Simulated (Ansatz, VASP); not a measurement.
## Two plane-wave programs on Na16B

```
Na B
1.0
     8.46000    0.00000    0.00000
     0.00000    8.46000    0.00000
     0.00000    0.00000    8.46000
Na B
16 1
Direct
  0.99961 0.04594 0.98174
  0.49961 0.02965 0.02126
  0.99961 0.45402 0.98172
  0.99951 0.96524 0.55547
  0.22925 0.25000 0.28803
  0.49961 0.47033 0.02124
  0.49961 0.97155 0.46318
  0.77020 0.25000 0.28810
  0.99951 0.53477 0.55552
  0.20733 0.74997 0.18563
  0.28270 0.24998 0.72349
  0.49961 0.52844 0.46319
  0.79199 0.74997 0.18522
  0.71674 0.24998 0.72355
  0.28064 0.75000 0.76858
  0.71836 0.75000 0.76847
  0.99869 0.74996 0.90290
```

Alike in both runs: functional PBE; k mesh 2 × 2 × 2; occupations fermi-dirac, width 0.15 eV; no spin polarisation.

Ansatz relaxed the structure, and its values are those at the end. VASP's run is a single point on that final structure, the one shown.

|  | VASP | Ansatz |
| --- | --- | --- |
| version | VASP 6.6.1 | Ansatz 0.2.0 |
| potentials or method | VASP PAW PBE potentials, release 64 (Na_pv, B), cutoff 520 eV | scalar-relativistic, plane waves, PAW |
| valence electrons in the cell | 115 | 147 |

|  | VASP | Ansatz | Ansatz less VASP |
| --- | --- | --- | --- |
| rms of the force components (eV/Å) | 0.013 | 0.012 | -0.0004 |

With one functional, cell and mesh, what is left measures potentials, basis and numerics. VASP's potentials hold 115 valence electrons a cell and Ansatz's 147, so a difference there can come from the potentials and not from the codes.

The k mesh is coarse, so the values compare programs but aren't converged.
